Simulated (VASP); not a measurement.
# I: single point with revPBE+D3(BJ)

Crystal: I.

```xyz
1
Lattice="0.0000 2.2608 3.5463 2.2492 0.0000 3.5463 2.2492 2.2608 0.0000" Properties=species:S:1:pos:R:3 pbc="T T T"
I     0.0000    0.0000    0.0000
```

```json
{
 "Program": "VASP 6.6.1",
 "Task": "single point",
 "Functional": "revPBE",
 "Dispersion": "D3(BJ)",
 "Potentials or basis": "VASP PAW PBE potentials, release 64 (I)",
 "Cutoff": "520 eV",
 "k mesh": "9 × 9 × 9",
 "Occupations": "fermi-dirac, width 0.05 eV",
 "Spin": "no spin polarisation"
}
```

- Pressure: -0.1 GPa
- Band gap on the k mesh: zero (an odd number of electrons rules out a gap without spin polarisation)
- Dispersion energy per atom: -0.700 eV

Stress tensor (GPa, compression positive):
```
-0.08  0.00  0.00
 0.00 -0.09  0.00
 0.00  0.00 -0.01
```

Levels at points of the mesh, in eV from the Fermi level:
| k point | band 1 | band 2 | band 3 | band 4 | band 5 | band 6 | band 7 | band 8 |
| --- | --- | --- | --- | --- | --- | --- | --- | --- |
| (0.00, 0.00, 0.00) | -14.21 | -1.47 | 1.02 | 1.04 | 5.22 | 7.51 | 8.61 | 11.90 |

Run time: 33 s on 1 thread of Intel(R) Xeon(R) Platinum 8488C (Sapphire Rapids), with other jobs on the host, peak memory 0.19 GiB.

Caveat: the PAW data sets were made with another functional, which shifts forces and pressure a little; spin-orbit coupling is left out, which moves the levels of the heavy elements; an odd number of electrons without spin polarisation forces a metal; a magnetic or distorted state may lie lower.
